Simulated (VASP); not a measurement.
# Pd (P6_3/mmc) in VASP: a series of runs

The runs below take Pd through single point, with PBE.

Program: VASP 6.6.1. These are calculated values, not measurements. Logs are shortened: lines on timing, memory, paths and dates and some standing lists are left out, and cuts for length are marked.

**1. The cell of the first run**

Symmetry: P6_3/mmc, No. 194, hexagonal system. Conventional cell: a = 2.778 Å, b = 2.778 Å, c = 4.616 Å, α = 90.00°, β = 90.00°, γ = 120.00°. Pd (site symmetry -6m2) has 12 Pd at 2.78 to 2.81 Å within 3.7 Å.

**2. Single point, PBE**

File INCAR:

```
SYSTEM = Pd
PREC = Accurate ; ENCUT = 520
EDIFF = 1E-6 ; ISMEAR = -1
SIGMA = 0.1 ; LREAL = .FALSE.
LASPH = .TRUE. ; NELM = 60
ALGO = Normal ; ISIF = 2
LWAVE = .FALSE. ; LCHARG = .FALSE.
GGA = PE ; NBANDS = 17
```

File KPOINTS:

```
regular mesh
0
G
  17 17 9
  0 0 0
```

File POSCAR:

```
Pd
1.0
    2.7784509721      0.0000000000      0.0000000000
   -1.3892254860      2.4062091250      0.0000000000
    0.0000000000      0.0000000000      4.6156812806
Pd
2
Direct
    0.3333333333      0.6666666667      0.2500000000
    0.6666666667      0.3333333333      0.7500000000
```

Potentials or basis: VASP PAW PBE potentials, release 64 (Pd).

The run is started by

```bash
cat potpaw_PBE.64/Pd/POTCAR > POTCAR
mpirun -np 1 vasp_std > vasp.out
```

OUTCAR:

```text
SYSTEM = Pd
   PREC = Accurate
   ENCUT = 520
   EDIFF = 1E-6
   ISMEAR = -1
   LREAL = .FALSE.
   LASPH = .TRUE.
   NELM = 60
   ISIF = 2
   GGA = PE

 ion  position               nearest neighbor table
   1  0.333  0.667  0.250-   2 2.81   2 2.81   2 2.81   2 2.81   2 2.81   2 2.81
   2  0.667  0.333  0.750-   1 2.81   1 2.81   1 2.81   1 2.81   1 2.81   1 2.81

  LATTYP: Found a hexagonal cell.
 ALAT       =     2.7784509721
 C/A-ratio  =     1.6612426589

  Lattice vectors:

 A1 = (   2.7784509721,   0.0000000000,   0.0000000000)
 A2 = (  -1.3892254860,   2.4062091250,   0.0000000000)
 A3 = (   0.0000000000,   0.0000000000,   4.6156812806)

Analysis of symmetry for initial positions (statically):
=====================================================================
 Subroutine PRICEL returns:
 Original cell was already a primitive cell.

 Routine SETGRP: Setting up the symmetry group for a
 hexagonal supercell.

 Subroutine GETGRP returns: Found 24 space group operations
 (whereof 12 operations were pure point group operations)
 out of a pool of 24 trial point group operations.

The static configuration has the point symmetry D_3d.
 The point group associated with its full space group is D_6h.

Analysis of symmetry for dynamics (positions and initial velocities):
=====================================================================
 Subroutine PRICEL returns:
 Original cell was already a primitive cell.

 Routine SETGRP: Setting up the symmetry group for a
 hexagonal supercell.

 Subroutine GETGRP returns: Found 24 space group operations
 (whereof 12 operations were pure point group operations)
 out of a pool of 24 trial point group operations.

The dynamic configuration has the point symmetry D_3d.
 The point group associated with its full space group is D_6h.

 Subroutine INISYM returns: Found 24 space group operations
 (whereof 12 operations are pure point group operations),
 and found     1 'primitive' translations

----------------------------------------------------------------------------------------

                                     Primitive cell

  volume of cell :      30.8583

[... 74 lines left out ...]
   dimension x,y,z NGXF=    48 NGYF=   48 NGZF=   72
   ions per type =               2
   NGX,Y,Z   is equivalent  to a cutoff of  14.36, 14.36, 12.97 a.u.
   NGXF,Y,Z  is equivalent  to a cutoff of  28.72, 28.72, 25.93 a.u.
 SYSTEM =  Pd
   PREC   = accura    normal or accurate (medium, high low for compatibility)
   ISTART =      0    job   : 0-new  1-cont  2-samecut
   ICHARG =      2    charge: 1-file 2-atom 10-const
   ISPIN  =      1    spin polarized calculation?
   LNONCOLLINEAR =      F non collinear calculations
   LSORBIT =      F    spin-orbit coupling
   LASPH  =      T    aspherical Exc in radial PAW
   ENCUT  =  520.0 eV  38.22 Ry    6.18 a.u.   5.17  5.17  8.58*2*pi/ulx,y,z
   NELM   =     60;   NELMIN=  2; NELMDL= -5     # of ELM steps
   EDIFF  = 0.1E-05   stopping-criterion for ELM
   LREAL  =      F    real-space projection
   EDIFFG = 0.1E-04   stopping-criterion for IOM
   NSW    =      0    number of steps for IOM
   IBRION =     -1    ionic relax: 0-MD 1-quasi-New 2-CG
   NFREE  =      0    steps in history (QN), initial steepest desc. (CG)
   ISIF   =      2    stress and relaxation
   ISYM   =      2    0-nonsym 1-usesym 2-fastsym
   POTIM  = 0.5000    time-step for ionic-motion
   TEBEG  =    0.0;   TEEND  =   0.0 temperature during run
   PSTRESS=    0.0 pullay stress
   NELECT =      20.0000    total number of electrons
   NUPDOWN=      -1.0000    fix difference up-down
   EMIN   =  10.00;   EMAX   =-10.00  energy-range for DOS
   EFERMI =   0.00;   METHOD = LEGACY
   ISMEAR =    -1;   SIGMA  =   0.10  broadening in eV -4-tet -1-fermi 0-gaus
   EFERMI_NEDOS =   21; number of points for ismear=-14 and -15
   IALGO  =     38    algorithm
   IMIX   =      4    mixing-type and parameters
     AMIX     =   0.40;   BMIX     =  1.00
     AMIX_MAG =   1.60;   BMIX_MAG =  1.00
  volume/ion in A,a.u.               =      15.43       104.12
  Fermi-wavevector in a.u.,A,eV,Ry     =   1.416753  2.677275 27.309471  2.007190
  Thomas-Fermi vector in A             =   2.538055
   LORBIT       =      0    0 simple, 1 ext, 2 COOP (PROOUT), +10 PAW based schemes
   GGA     = PE    functional components
   LHFCALC =     F    Hartree Fock is set to
   AEXX    =    0.0000 exact exchange contribution
   IVDW    =     0    specifies the selected vdW correction
   LEPSILON=     F    determine dielectric tensor
   LRPA    =     F    only Hartree local field effects (RPA)
 non-spin polarized calculation
  energy-cutoff  :      520.00
  volume of cell :       30.86
 maximum number of plane-waves:       843
 NGX is ok and might be reduce to    24
   NGX = 11   NGY = 11   NGZ = 17

 number of electron      20.0000006 magnetization

 Free energy of the ion-electron system (eV)
  ---------------------------------------------------
  ext. energy  EPLUGINS =         0.00000000
  ---------------------------------------------------
  free energy    TOTEN  =       -10.45005166 eV

  energy without entropy =      -10.30556399  energy(sigma->0) =      -10.37780783

 E-fermi :   9.0677     XC(G=0): -12.9041

 val. band max:        9.0654340935   @ k =   0.4706   0.0000   0.1111
 cond. band min:       9.0683849129   @ k =   0.4706   0.0000   0.0000
 fundamental gap:      0.0029508194
 Fermi energy:         9.0677245902

 k-point     1 :       0.0000    0.0000    0.0000
  band No.  band energies     occupation
      1       2.2451      2.00000
      2       4.0793      2.00000
      3       6.3117      2.00000
      4       6.4994      2.00000
      5       6.4994      2.00000
      6       6.8313      2.00000
[... 457 lines left out ...]
      4       5.4768      2.00000
      5       6.4453      2.00000
      6       6.5718      2.00000
[... 9 lines left out ...]
     16      26.0629      0.00000
     17      27.7097      0.00000

 [... further k-points ...]
[... 5 lines left out ...]
  --------------------------------------------------------------------------------------
  -------------------------------------------------------------------------------------
  Total       -0.0516948     -0.0516948     -0.0636495     -0.0000000     -0.0000000      0.0000000
  in kB       -2.6840185     -2.6840185     -3.3047101     -0.0000000     -0.0000000      0.0000000
  external PRESSURE =      -2.8909157 kB  Pullay stress =       0.0000000 kB

 VOLUME and BASIS-vectors are now :
 -----------------------------------------------------------------------------
  energy-cutoff  :      520.00
  volume of cell :       30.86
      direct lattice vectors                 reciprocal lattice vectors
     2.778450972  0.000000000  0.000000000     0.359912775  0.207795738  0.000000000
    -1.389225486  2.406209125  0.000000000     0.000000000  0.415591475  0.000000000
     0.000000000  0.000000000  4.615681281     0.000000000  0.000000000  0.216652741

 POSITION                                       TOTAL-FORCE (eV/Angst)
 -----------------------------------------------------------------------------------
     -0.00000      1.60414      1.15392         0.000000     -0.000000      0.000000
      1.38923      0.80207      3.46176        -0.000000      0.000000      0.000000
 -----------------------------------------------------------------------------------
    total drift:                                0.000000     -0.000000      0.000000

  FREE ENERGIE OF THE ION-ELECTRON SYSTEM (eV)
  ---------------------------------------------------
  free  energy   TOTEN  =       -10.4500516643 eV

  energy  without entropy=      -10.3055639890  energy(sigma->0) =      -10.37780783
```

OSZICAR:

```text
N       E                     dE             d eps       ncg     rms          rms(c)
DAV:   1     0.108334459066E+03    0.10833E+03   -0.10538E+04  5618   0.116E+03
DAV:   2    -0.920759310809E+01   -0.11754E+03   -0.11103E+03  5887   0.253E+02
DAV:   3    -0.109574917896E+02   -0.17499E+01   -0.17338E+01  6827   0.343E+01
DAV:   4    -0.109683096294E+02   -0.10818E-01   -0.10817E-01  6606   0.257E+00
DAV:   5    -0.109684764060E+02   -0.16678E-03   -0.16677E-03  6826   0.344E-01    0.977E+00
DAV:   6    -0.104725277929E+02    0.49595E+00   -0.11086E+00  5985   0.109E+01    0.482E+00
DAV:   7    -0.104554514180E+02    0.17076E-01   -0.10128E-02  6558   0.865E-01    0.244E+00
DAV:   8    -0.104500435522E+02    0.54079E-02   -0.15491E-03  6102   0.280E-01    0.746E-02
DAV:   9    -0.104500439174E+02   -0.36525E-06   -0.23365E-05  7077   0.402E-02    0.188E-02
DAV:  10    -0.104500524366E+02   -0.85192E-05   -0.38937E-06  6473   0.169E-02    0.629E-03
DAV:  11    -0.104500516643E+02    0.77224E-06   -0.95471E-08  3351   0.316E-03
   1 F= -.10450052E+02 E0= -.10377808E+02  d E =-.144488E+00
```

stdout:

```text
POSCAR found type information on POSCAR Pd
 POSCAR found :  1 types and       2 ions
 scaLAPACK will be used
 LDA part: xc-table for (Slater+PW92), standard interpolation
 POSCAR, INCAR and KPOINTS ok, starting setup
 FFT: planning ... GRIDC
 FFT: planning ... GRID_SOFT
 FFT: planning ... GRID
 WAVECAR not read
 entering main loop
```

Wall time 72 s (1 thread of Intel Xeon 8259CL, shared host); peak memory 0.21 GiB.

What came out:

| Quantity | Value |
| --- | --- |
| Free energy | -10.4501 eV |
| Pressure | -0.3 GPa |
| Band gap on the k mesh | zero (band 10 reaches 9.22 eV, above the bottom of band 11 at 8.47 eV) |

Levels at points of the mesh, in eV from the Fermi level:
```tsv
k point	band 8	band 9	band 10	band 11	band 12	band 13
(0.00, 0.00, 0.00)	-1.60	-1.60	-0.25	-0.25	0.95	6.69
```

**3. Single point, PBE**

File INCAR:

```
ALGO = Normal
EDIFF = 1E-6
ENCUT = 520
GGA = PE
ISIF = 2
ISMEAR = -1
LASPH = True
LCHARG = False
LREAL = False
LWAVE = False
NBANDS = 17
NELM = 80
PREC = Accurate
SIGMA = 0.1
```

File KPOINTS:

```
k-points
0
Gamma
  17 17 9
```

POSCAR is that of step 2.

Potentials or basis: VASP PAW PBE potentials, release 64 (Pd).

The run is started by

```bash
cat potpaw_PBE.64/Pd/POTCAR > POTCAR
mpirun -np 1 vasp_std > vasp.out
```

Run time: 75 s. Hardware: 1 thread of Intel Xeon 8259CL, shared host; peak memory 0.21 GiB.

The run converged. Its results:

```yaml
Free_energy: -10.4501 eV
Pressure: -0.3 GPa
Band_gap_on_the_k_mesh: zero (band 10 reaches 9.22 eV, above the bottom of band 11 at 8.47 eV)
```

Levels at points of the mesh, in eV from the Fermi level:
```tsv
k point	band 7	band 8	band 9	band 10	band 11	band 12	band 13	band 14
(0.00, 0.00, 0.00)	-2.24	-1.60	-1.60	-0.25	-0.25	0.95	6.69	17.05
```

**4. Single point, PBE**

This run uses another cell than the first one, of 8.02 Å³/atom, 0.520 times its volume.

File INCAR:

```
SYSTEM = Pd
ALGO = Normal
EDIFF = 1E-6
ENCUT = 500
GGA = PE
GGA_COMPAT = .FALSE.
ISIF = 2
ISMEAR = -1
LASPH = .TRUE.
LCHARG = .FALSE.
LREAL = .FALSE.
LWAVE = .FALSE.
NBANDS = 17
NELM = 120
PREC = Accurate
SIGMA = 0.1
```

File KPOINTS:

```
k-points
0
G
  17 17 9
  0 0 0
```

File POSCAR:

```
Pd
1.0
    2.2355904957      0.0000000000      0.0000000000
   -1.1177952478      1.9360781618      0.0000000000
    0.0000000000      0.0000000000      3.7073204124
Pd
2
Direct
    0.3333333333      0.6666666667      0.2500000000
    0.6666666667      0.3333333333      0.7500000000
```

Potentials or basis: VASP PAW PBE potentials, release 64 (Pd).

The run is started by

```bash
cat potpaw_PBE.64/Pd/POTCAR > POTCAR
mpirun -np 1 vasp_std > vasp.out
```

OUTCAR:

```text
SYSTEM = Pd
   EDIFF = 1E-6
   ENCUT = 500
   GGA = PE
   ISIF = 2
   ISMEAR = -1
   LASPH = .TRUE.
   LREAL = .FALSE.
   NELM = 120
   PREC = Accurate

 ion  position               nearest neighbor table
   1  0.333  0.667  0.250-   2 2.26   2 2.26   2 2.26   2 2.26   2 2.26   2 2.26   2 3.18   2 3.18
                             2 3.18   2 3.18   2 3.18   2 3.18
   2  0.667  0.333  0.750-   1 2.26   1 2.26   1 2.26   1 2.26   1 2.26   1 2.26   1 3.18   1 3.18
                             1 3.18   1 3.18   1 3.18   1 3.18

  LATTYP: Found a hexagonal cell.
 ALAT       =     2.2355904957
 C/A-ratio  =     1.6583182025

  Lattice vectors:

 A1 = (   2.2355904957,   0.0000000000,   0.0000000000)
 A2 = (  -1.1177952478,   1.9360781618,   0.0000000000)
 A3 = (   0.0000000000,   0.0000000000,   3.7073204124)

Analysis of symmetry for initial positions (statically):
=====================================================================
 Subroutine PRICEL returns:
 Original cell was already a primitive cell.

 Routine SETGRP: Setting up the symmetry group for a
 hexagonal supercell.

 Subroutine GETGRP returns: Found 24 space group operations
 (whereof 12 operations were pure point group operations)
 out of a pool of 24 trial point group operations.

The static configuration has the point symmetry D_3d.
[... 158 lines left out ...]
  free energy    TOTEN  =         3.85324595 eV

  energy without entropy =        3.91477034  energy(sigma->0) =        3.88400814

 E-fermi :  24.5549     XC(G=0): -17.3282

 val. band max:       24.5537503575   @ k =   0.4118   0.0588   0.0000
 cond. band min:      24.5593521371   @ k =   0.2941   0.1176   0.3333
 fundamental gap:      0.0056017796
 Fermi energy:        24.5549242998

 k-point     1 :       0.0000    0.0000    0.0000
  band No.  band energies     occupation
      1      11.8059      2.00000
      2      12.1282      2.00000
      3      16.7848      2.00000
      4      17.2048      2.00000
      5      17.2048      2.00000
      6      18.2318      2.00000
[... 457 lines left out ...]
      4      15.5547      2.00000
      5      16.8694      2.00000
      6      17.6470      2.00000
[... 9 lines left out ...]
     16      43.2238      0.00000
     17      46.3713      0.00000

 [... further k-points ...]
[... 5 lines left out ...]
  --------------------------------------------------------------------------------------
  -------------------------------------------------------------------------------------
  Total       59.4483532     59.4483532     59.6437044      0.0000000     -0.0000000      0.0000000
  in kB     5935.7437990   5935.7437994   5955.2490419      0.0000002     -0.0000000      0.0000000
  external PRESSURE =    5942.2455468 kB  Pullay stress =       0.0000000 kB

 VOLUME and BASIS-vectors are now :
 -----------------------------------------------------------------------------
  energy-cutoff  :      500.00
  volume of cell :       16.05
      direct lattice vectors                 reciprocal lattice vectors
     2.235590496  0.000000000  0.000000000     0.447309112  0.258254036  0.000000000
    -1.117795248  1.936078162  0.000000000     0.000000000  0.516508073  0.000000000
     0.000000000  0.000000000  3.707320412     0.000000000  0.000000000  0.269736599

 POSITION                                       TOTAL-FORCE (eV/Angst)
 -----------------------------------------------------------------------------------
     -0.00000      1.29072      0.92683        -0.000000      0.000000      0.000000
      1.11780      0.64536      2.78049         0.000000     -0.000000      0.000000
 -----------------------------------------------------------------------------------
    total drift:                                0.000000     -0.000000     -0.000000

  FREE ENERGIE OF THE ION-ELECTRON SYSTEM (eV)
  ---------------------------------------------------
  free  energy   TOTEN  =         3.8532459452 eV

  energy  without entropy=        3.9147703411  energy(sigma->0) =        3.88400814
```

OSZICAR:

```text
N       E                     dE             d eps       ncg     rms          rms(c)
DAV:   1     0.131933382554E+03    0.13193E+03   -0.10705E+04  5634   0.123E+03
DAV:   2     0.487523801734E+01   -0.12706E+03   -0.12220E+03  6012   0.295E+02
DAV:   3     0.279654438129E+01   -0.20787E+01   -0.20718E+01  7200   0.417E+01
DAV:   4     0.278663568082E+01   -0.99087E-02   -0.99074E-02  6812   0.270E+00
DAV:   5     0.278654402828E+01   -0.91653E-04   -0.91653E-04  7250   0.257E-01    0.644E+01
DAV:   6     0.347062863819E+01    0.68408E+00   -0.18957E-02  7666   0.167E+00    0.384E+01
DAV:   7     0.385416498918E+01    0.38354E+00   -0.45860E-02  8075   0.216E+00    0.408E-01
DAV:   8     0.385341886932E+01   -0.74612E-03   -0.53333E-03  6327   0.683E-01    0.139E-01
DAV:   9     0.385324636187E+01   -0.17251E-03   -0.10167E-04  7972   0.854E-02    0.462E-02
DAV:  10     0.385324594521E+01   -0.41666E-06   -0.57448E-06  7911   0.197E-02
   1 F= 0.38532459E+01 E0= 0.38840081E+01  d E =-.615244E-01
```

It took 71 s on 1 thread of AMD EPYC 7R13, shared host; peak memory 0.12 GiB.

Results:

```yaml
Free_energy: 3.8532 eV
Pressure: 594.2 GPa
Band_gap_on_the_k_mesh: zero (band 10 reaches 25.20 eV, above the bottom of band 11 at 22.90 eV)
```

Stress tensor (GPa, compression positive):
```
593.57   0.00   0.00
  0.00 593.57   0.00
  0.00   0.00 595.52
```

Levels at points of the mesh, in eV from the Fermi level:
| k point | band 6 | band 7 | band 8 | band 9 | band 10 | band 11 | band 12 | band 13 | band 14 | band 15 |
| --- | --- | --- | --- | --- | --- | --- | --- | --- | --- | --- |
| (0.00, 0.00, 0.00) | -6.32 | -6.32 | -4.64 | -4.64 | -0.82 | -0.82 | -0.20 | 13.85 | 15.14 | 17.56 |
